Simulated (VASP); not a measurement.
# KSi2Sb3 (P3m1) in VASP: a series of runs

Runs on KSi2Sb3. Level: PBEsol. Tasks: single point, relaxation of cell and atoms.

Everything below comes from runs of VASP 6.6.1. Logs are shortened: lines on timing, memory, paths and dates and some standing lists are left out, and cuts for length are marked.

## (1) The cell of the first run

The structure is trigonal, space group P3m1 (No. 156). Conventional cell: a = 4.151 Å, b = 4.151 Å, c = 13.120 Å, α = 90.00°, β = 90.00°, γ = 120.00°. K (site symmetry 3m) has 4 Sb at 3.40 to 3.50 Å and 6 K at 4.15 Å within 4.5 Å. Si (site symmetry 3m) has 4 Sb at 2.62 to 2.63 Å within 3.5 Å. Within 3.2 Å of Si (site symmetry 3m) lie 4 Sb at 2.46 to 2.62 Å. Within 3.5 Å of Sb (site symmetry 3m) lie 4 Si at 2.62 to 2.63 Å. Within 3.2 Å of Sb (site symmetry 3m) lie 1 Si at 2.46 Å. Sb (site symmetry 3m) has 3 Si at 2.62 Å and 1 K at 3.50 Å within 3.6 Å.

## (2) Single point, PBEsol

The input, INCAR:

```
SYSTEM = KSi2Sb3
PREC     = Accurate       ! precision mode
ENCUT    = 520            ! plane-wave cutoff, eV
EDIFF    = 1E-6           ! SCF threshold, eV
ISMEAR   = -1             ! smearing method
SIGMA    = 0.03           ! smearing width, eV
LREAL    = .FALSE.        ! projectors in reciprocal space
LASPH    = .TRUE.         ! aspherical terms in the spheres
NELM     = 100            ! most SCF steps
ALGO     = Normal         ! electronic algorithm
ISIF     = 2              ! what is computed and relaxed
LWAVE    = .FALSE.        ! write WAVECAR
LCHARG   = .TRUE.         ! write CHGCAR
GGA      = PS             ! functional
LELF     = .TRUE.         ! ELF
LVHAR    = .TRUE.       
NBANDS   = 25             ! bands
```

The input, KPOINTS:

```
regular mesh
0
G
  6 6 2
  0 0 0
```

The input, POSCAR:

```
KSi2Sb3
1.0
    4.1507373182      0.0000000000      0.0000000000
   -2.0753686591      3.5946439620      0.0000000000
    0.0000000000      0.0000000000     13.1203813609
K Si Sb
1 2 3
Direct
    0.3333333333      0.6666666667      0.6901220439
    0.0000000000      0.0000000000      1.0382105532
    0.6666666667      0.3333333333      0.3191722052
    0.0000000000      0.0000000000      0.2388178705
    0.6666666667      0.3333333333      0.5066719376
    0.3333333333      0.6666666667      0.9570053896
```

Potentials or basis: VASP PAW PBE potentials, release 64 (K_sv, Si, Sb).

Command:

```
$ cat potpaw_PBE.64/K_sv/POTCAR potpaw_PBE.64/Si/POTCAR potpaw_PBE.64/Sb/POTCAR > POTCAR
$ mpirun -np 1 vasp_std > vasp.out
```

OUTCAR:

```text
SYSTEM = KSi2Sb3
   PREC = Accurate
   ENCUT = 520
   EDIFF = 1E-6
   ISMEAR = -1
   LREAL = .FALSE.
   LASPH = .TRUE.
   NELM = 100
   ISIF = 2
   GGA = PS

 ion  position               nearest neighbor table
   1  0.333  0.667  0.690-   5 3.40   5 3.40   5 3.40   6 3.50
   2  0.000  0.000  0.038-   6 2.62   6 2.62   6 2.62   4 2.63
   3  0.667  0.333  0.319-   5 2.46   4 2.62   4 2.62   4 2.62
   4  0.000  0.000  0.239-   3 2.62   3 2.62   3 2.62   2 2.63
   5  0.667  0.333  0.507-   3 2.46   1 3.40   1 3.40   1 3.40
   6  0.333  0.667  0.957-   2 2.62   2 2.62   2 2.62   1 3.50

  LATTYP: Found a hexagonal cell.
 ALAT       =     4.1507373182
 C/A-ratio  =     3.1609760761

  Lattice vectors:

 A1 = (   4.1507373182,   0.0000000000,   0.0000000000)
 A2 = (  -2.0753686591,   3.5946439620,   0.0000000000)
 A3 = (   0.0000000000,   0.0000000000,  13.1203813609)

Analysis of symmetry for initial positions (statically):
=====================================================================
 Subroutine PRICEL returns:
 Original cell was already a primitive cell.

 Routine SETGRP: Setting up the symmetry group for a
 hexagonal supercell.

 Subroutine GETGRP returns: Found  6 space group operations
 (whereof  6 operations were pure point group operations)
 out of a pool of 24 trial point group operations.

The static configuration has the point symmetry C_3v.

Analysis of symmetry for dynamics (positions and initial velocities):
=====================================================================
 Subroutine PRICEL returns:
 Original cell was already a primitive cell.

 Routine SETGRP: Setting up the symmetry group for a
 hexagonal supercell.

 Subroutine GETGRP returns: Found  6 space group operations
 (whereof  6 operations were pure point group operations)
 out of a pool of 24 trial point group operations.

The dynamic configuration has the point symmetry C_3v.

 Subroutine INISYM returns: Found  6 space group operations
 (whereof  6 operations are pure point group operations),
 and found     1 'primitive' translations

----------------------------------------------------------------------------------------

                                     Primitive cell

  volume of cell :     195.7616

  direct lattice vectors                    reciprocal lattice vectors
     4.150737318  0.000000000  0.000000000     0.240921052  0.139095834  0.000000000
    -2.075368659  3.594643962  0.000000000     0.000000000  0.278191668  0.000000000
     0.000000000  0.000000000 13.120381361     0.000000000  0.000000000  0.076217297

  length of vectors
     4.150737318  4.150737318 13.120381361     0.278191668  0.278191668  0.076217297

  position of ions in fractional coordinates (direct lattice)
     0.333333333  0.666666667  0.690122044
     0.000000000  0.000000000  0.038210553
     0.666666667  0.333333333  0.319172205
     0.000000000  0.000000000  0.238817871
     0.666666667  0.333333333  0.506671938
     0.333333333  0.666666667  0.957005390

  ion indices of the primitive-cell ions
   primitive index   ion index
                 1           1
                 2           2
                 3           3
                 4           4
                 5           5
                 6           6

----------------------------------------------------------------------------------------

 KPOINTS: regular mesh

Automatic generation of k-mesh.
 Grid dimensions read from file:
 generate k-points for:    6    6    2

 Generating k-lattice:

  Cartesian coordinates                     Fractional coordinates (reciprocal lattice)
     0.040153509  0.023182639  0.000000000     0.166666667  0.000000000  0.000000000
     0.000000000  0.046365278  0.000000000     0.000000000  0.166666667  0.000000000
     0.000000000  0.000000000  0.038108648     0.000000000  0.000000000  0.500000000

  Length of vectors
     0.046365278  0.046365278  0.038108648

  Shift w.r.t. Gamma in fractional coordinates (k-lattice)
     0.000000000  0.000000000  0.000000000

 Subroutine IBZKPT returns following result:
 ===========================================

 Found     14 irreducible k-points:

 Following reciprocal coordinates:
            Coordinates               Weight
  0.000000  0.000000  0.000000      1.000000
  0.166667  0.000000  0.000000      6.000000
  0.333333  0.000000  0.000000      6.000000
  0.500000  0.000000  0.000000      3.000000
  0.166667  0.166667  0.000000      6.000000
  0.333333  0.166667  0.000000     12.000000
  0.333333  0.333333  0.000000      2.000000
  0.000000  0.000000  0.500000      1.000000
  0.166667  0.000000  0.500000      6.000000
  0.333333  0.000000  0.500000      6.000000
  0.500000  0.000000  0.500000      3.000000
  0.166667  0.166667  0.500000      6.000000
  0.333333  0.166667  0.500000     12.000000
  0.333333  0.333333  0.500000      2.000000
   k-points           NKPTS =     14   k-points in BZ     NKDIM =     14   number of bands    NBANDS=     25
   number of dos      NEDOS =    301   number of ions     NIONS =      6
   total plane-waves  NPLWV = 100352
   dimension x,y,z NGX =    32 NGY =   32 NGZ =   98
   dimension x,y,z NGXF=    64 NGYF=   64 NGZF=  196
   ions per type =               1   2   3
   NGX,Y,Z   is equivalent  to a cutoff of  12.82, 12.82, 12.42 a.u.
   NGXF,Y,Z  is equivalent  to a cutoff of  25.63, 25.63, 24.83 a.u.
 SYSTEM =  KSi2Sb3
   PREC   = accura    normal or accurate (medium, high low for compatibility)
   ISTART =      0    job   : 0-new  1-cont  2-samecut
   ICHARG =      2    charge: 1-file 2-atom 10-const
   ISPIN  =      1    spin polarized calculation?
   LNONCOLLINEAR =      F non collinear calculations
   LSORBIT =      F    spin-orbit coupling
   LASPH  =      T    aspherical Exc in radial PAW
   ENCUT  =  520.0 eV  38.22 Ry    6.18 a.u.   7.72  7.72 24.40*2*pi/ulx,y,z
   NELM   =    100;   NELMIN=  2; NELMDL= -5     # of ELM steps
   EDIFF  = 0.1E-05   stopping-criterion for ELM
   LREAL  =      F    real-space projection
[... 7 lines left out ...]
   TEBEG  =    0.0;   TEEND  =   0.0 temperature during run
   PSTRESS=    0.0 pullay stress
   NELECT =      32.0000    total number of electrons
   NUPDOWN=      -1.0000    fix difference up-down
   EMIN   =  10.00;   EMAX   =-10.00  energy-range for DOS
   EFERMI =   0.00;   METHOD = LEGACY
   ISMEAR =    -1;   SIGMA  =   0.03  broadening in eV -4-tet -1-fermi 0-gaus
   EFERMI_NEDOS =   21; number of points for ismear=-14 and -15
   IALGO  =     38    algorithm
   IMIX   =      4    mixing-type and parameters
     AMIX     =   0.40;   BMIX     =  1.00
     AMIX_MAG =   1.60;   BMIX_MAG =  1.00
  volume/ion in A,a.u.               =      32.63       220.18
  Fermi-wavevector in a.u.,A,eV,Ry     =   0.895122  1.691536 10.901581  0.801244
  Thomas-Fermi vector in A             =   2.017414
   LORBIT       =      0    0 simple, 1 ext, 2 COOP (PROOUT), +10 PAW based schemes
   GGA     = PS    functional components
   LHFCALC =     F    Hartree Fock is set to
   AEXX    =    0.0000 exact exchange contribution
   IVDW    =     0    specifies the selected vdW correction
   LEPSILON=     F    determine dielectric tensor
   LRPA    =     F    only Hartree local field effects (RPA)
 non-spin polarized calculation
  energy-cutoff  :      520.00
  volume of cell :      195.76
 maximum number of plane-waves:      5304
 NGX is ok and might be reduce to    32
   NGX = 15   NGY = 15   NGZ = 49

 number of electron      32.0000000 magnetization

 Free energy of the ion-electron system (eV)
  ---------------------------------------------------
  ext. energy  EPLUGINS =         0.00000000
  ---------------------------------------------------
  free energy    TOTEN  =       -24.74330649 eV

  energy without entropy =      -24.73572977  energy(sigma->0) =      -24.73951813

 E-fermi :   4.6098     XC(G=0):  -8.4615

 val. band max:        4.5439127037   @ k =   0.1667   0.1667   0.0000
 cond. band min:       4.6737322207   @ k =   0.3333   0.0000   0.5000
 fundamental gap:      0.1298195170
 Fermi energy:         4.6097528985

 k-point     1 :       0.0000    0.0000    0.0000
  band No.  band energies     occupation
      1     -26.9689      2.00000
      2     -10.5125      2.00000
      3     -10.5066      2.00000
      4     -10.5066      2.00000
      5      -8.1355      2.00000
      6      -7.3114      2.00000
[... 17 lines left out ...]
     24       7.2284      0.00000
     25       8.1336      0.00000

 k-point     2 :       0.1667    0.0000    0.0000
  band No.  band energies     occupation
      1     -26.9651      2.00000
      2     -10.5588      2.00000
      3     -10.5176      2.00000
      4     -10.4983      2.00000
      5      -7.8707      2.00000
      6      -7.0405      2.00000
[... 17 lines left out ...]
     24       7.5588      0.00000
     25       8.4169      0.00000

 k-point     3 :       0.3333    0.0000    0.0000
  band No.  band energies     occupation
      1     -26.9577      2.00000
      2     -10.6568      2.00000
      3     -10.5394      2.00000
      4     -10.4736      2.00000
      5      -7.1401      2.00000
      6      -6.2955      2.00000
[... 17 lines left out ...]
     24       8.5135      0.00000
     25       8.8806      0.00000

 k-point     4 :       0.5000    0.0000    0.0000
  band No.  band energies     occupation
      1     -26.9539      2.00000
      2     -10.7046      2.00000
      3     -10.5503      2.00000
      4     -10.4613      2.00000
      5      -6.4788      2.00000
      6      -5.6871      2.00000
[... 17 lines left out ...]
     24       8.1003      0.00000
     25       9.1524      0.00000
[... 197 lines left out ...]
 k-point    12 :       0.1667    0.1667    0.5000
  band No.  band energies     occupation
      1     -26.9595      2.00000
      2     -10.6232      2.00000
      3     -10.5438      2.00000
      4     -10.4797      2.00000
      5      -7.3640      2.00000
      6      -6.5330      2.00000
[... 17 lines left out ...]
     24       7.8089      0.00000
     25       8.0788      0.00000

 k-point    13 :       0.3333    0.1667    0.5000
  band No.  band energies     occupation
      1     -26.9539      2.00000
      2     -10.6793      2.00000
      3     -10.5766      2.00000
      4     -10.4613      2.00000
      5      -6.5409      2.00000
      6      -5.7065      2.00000
[... 17 lines left out ...]
     24       8.3588      0.00000
     25       8.7956      0.00000

 k-point    14 :       0.3333    0.3333    0.5000
  band No.  band energies     occupation
      1     -26.9520      2.00000
      2     -10.6505      2.00000
      3     -10.6354      2.00000
      4     -10.4552      2.00000
      5      -6.0410      2.00000
      6      -5.2604      2.00000
[... 17 lines left out ...]
     24       8.9038      0.00000
     25       9.0993      0.00000

------------------------ aborting loop because EDIFF is reached ----------------------------------------

  FORCE on cell =-STRESS in cart. coord.  units (eV):
  Direction    XX          YY          ZZ          XY          YZ          ZX
  --------------------------------------------------------------------------------------
  -------------------------------------------------------------------------------------
  Total        0.2367176      0.2367176      0.3749905      0.0000000     -0.0000000     -0.0000000
  in kB        1.9373747      1.9373747      3.0690453      0.0000000     -0.0000000     -0.0000000
  external PRESSURE =       2.3145982 kB  Pullay stress =       0.0000000 kB

 VOLUME and BASIS-vectors are now :
 -----------------------------------------------------------------------------
  energy-cutoff  :      520.00
  volume of cell :      195.76
      direct lattice vectors                 reciprocal lattice vectors
     4.150737318  0.000000000  0.000000000     0.240921052  0.139095834  0.000000000
    -2.075368659  3.594643962  0.000000000     0.000000000  0.278191668  0.000000000
     0.000000000  0.000000000 13.120381361     0.000000000  0.000000000  0.076217297

 POSITION                                       TOTAL-FORCE (eV/Angst)
 -----------------------------------------------------------------------------------
     -0.00000      2.39643      9.05466         0.000000     -0.000000      0.003633
      0.00000      0.00000      0.50134        -0.000000     -0.000000      0.019364
      2.07537      1.19821      4.18766        -0.000000     -0.000000     -0.028092
      0.00000      0.00000      3.13338        -0.000000     -0.000000     -0.014140
      2.07537      1.19821      6.64773         0.000000     -0.000000      0.066766
     -0.00000      2.39643     12.55628        -0.000000      0.000000     -0.047531
 -----------------------------------------------------------------------------------
    total drift:                                0.000000     -0.000000      0.000335

  FREE ENERGIE OF THE ION-ELECTRON SYSTEM (eV)
  ---------------------------------------------------
  free  energy   TOTEN  =       -24.7433064911 eV

  energy  without entropy=      -24.7357297686  energy(sigma->0) =      -24.73951813
```

Wall time 65 s (1 thread of Intel Xeon Platinum 8259CL at 2.50GHz (Skylake/Cascade Lake), shared host); peak memory 0.32 GiB.

Results:

* Free energy: -24.7433 eV
* Pressure: 0.2 GPa
* Largest force: 0.067 eV/Å
* Band gap on the k mesh: zero (bands 16 and 17 overlap by 0.27 eV)

Forces on the atoms (eV/Å):
```
K    0.000  0.000  0.004
Si   0.000  0.000  0.019
Si   0.000  0.000 -0.028
Sb   0.000  0.000 -0.014
Sb   0.000  0.000  0.067
Sb   0.000  0.000 -0.048
```

Stress tensor (GPa, compression positive):
```
0.19 0.00 0.00
0.00 0.19 0.00
0.00 0.00 0.31
```

Levels at points of the mesh, in eV from the Fermi level:
```
           k point  band 12  band 13  band 14  band 15  band 16  band 17  band 18  band 19  band 20  band 21
(0.00, 0.00, 0.00)    -2.22    -1.73    -1.73    -0.87    -0.44     0.50     0.62     0.62     1.70     1.70
(0.50, 0.00, 0.00)    -3.68    -3.07    -2.69    -2.50    -0.30    -0.12     0.08     0.33     1.73     2.01
(0.00, 0.00, 0.50)    -2.32    -1.73    -1.73    -0.48    -0.32     0.63     0.63     0.66     1.68     1.68
(0.50, 0.00, 0.50)    -3.70    -3.06    -2.80    -2.28    -0.42    -0.12     0.07     0.41     1.62     1.91
```

Caveat: the PAW data sets were made with another functional, which shifts forces and pressure a little; spin-orbit coupling is left out, which moves the levels of the heavy elements.

(Continued in part 2 of 2.)
